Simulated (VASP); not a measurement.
## HfN: vibrations by perturbation theory with LDA

The system is HfN.

```
CELL_PARAMETERS angstrom
0.00000 2.17304 2.17304
2.17304 0.00000 2.17304
2.17304 2.17304 0.00000
ATOMIC_POSITIONS crystal
Hf 0.00000 0.00000 0.00000
N 0.50000 0.50000 0.50000
```

```json
{"Program": "VASP 6.6.1", "Task": "vibrations by perturbation theory", "Functional": "LDA", "Potentials or basis": "VASP PAW LDA potentials, release 64 (Hf_pv, N)", "Cutoff": "520 eV", "k mesh": "16 × 16 × 16", "Occupations": "fermi-dirac, width 0.15 eV", "Spin": "no spin polarisation", "Dipole correction": "no", "Further INCAR settings": "ALGO = Normal; EDIFF = 1e-08; IBRION = 8; NSW = 1"}
```

| Item | Value |
| --- | --- |
| Highest phonon frequency at Γ, LO-TO splitting left out | 604 cm⁻¹ |

Phonon frequencies in cm⁻¹ (negative: imaginary):
```csv
q point,frequencies
"(0.000, 0.000, 0.000)",0 0 0 604 604 604
```

Run time: 3.9 min on 1 thread of Intel(R) Xeon(R) Platinum 8488C (Sapphire Rapids) (shared host), peak memory 0.33 GiB.

Caveat: the cell wasn't relaxed at this level first, which shifts response properties.
